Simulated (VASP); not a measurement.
Fe: single point with PBE

The system is Fe.

```
Fe
1.0
     2.83119    0.00000    0.00000
     0.00000    2.83119    0.00000
     0.00000    0.00000    2.83119
Fe
2
Direct
  0.00000 0.00000 0.00000
  0.50000 0.50000 0.50000
```

| Item | Value |
| --- | --- |
| Program | VASP 6.6.1 |
| Task | single point |
| Functional | PBE |
| Potentials or basis | VASP PAW PBE potentials, release 64 (Fe) |
| Cutoff | 520 eV |
| k mesh | 12 × 12 × 12 |
| Occupations | gaussian, width 0.05 eV |
| Spin | collinear spin, ferromagnetic start |
| Starting moments | [2.5, 2.5] μB |
| Dipole correction | no |
| Further INCAR settings | ALGO = Fast; EDIFF = 1e-07; NBANDS = 19 |

The pressure is -0.6 GPa, the net moment is 4.32 μB per cell and the site moments are Fe +2.16 μB. The valence electrons inside the program's atomic spheres are Fe 7.27.

Levels at points of the mesh, in eV from the Fermi level:
Spin up:
```csv
k point,band 7,band 8,band 9,band 10,band 11,band 12,band 13,band 14
"(0.00, 0.00, 0.00)",-1.10,-1.10,0.11,0.11,0.11,9.94,9.94,9.94
"(0.50, 0.00, 0.00)",-1.86,-1.86,-1.12,-1.12,0.21,0.21,17.10,17.10
"(0.50, 0.50, 0.00)",-0.91,-0.91,0.38,0.38,0.51,0.51,7.36,7.36
"(0.50, 0.50, 0.50)",-0.88,-0.88,-0.88,-0.88,8.64,8.64,8.64,8.64
```
Spin down:
```tsv
k point	band 4	band 5	band 6	band 7	band 8	band 9
(0.00, 0.00, 0.00)	-0.43	-0.43	-0.43	1.63	1.63	2.26
(0.50, 0.00, 0.00)	-0.80	-0.05	-0.05	-0.05	-0.05	0.88
(0.50, 0.50, 0.00)	-1.71	0.61	0.61	1.48	1.48	1.89
(0.50, 0.50, 0.50)	-1.87	-1.87	-1.87	1.93	1.93	1.93
```

Wall time 45 s on 1 thread of Intel(R) Xeon(R) Platinum 8559C (Emerald Rapids), on a shared host, peak memory 0.18 GiB.
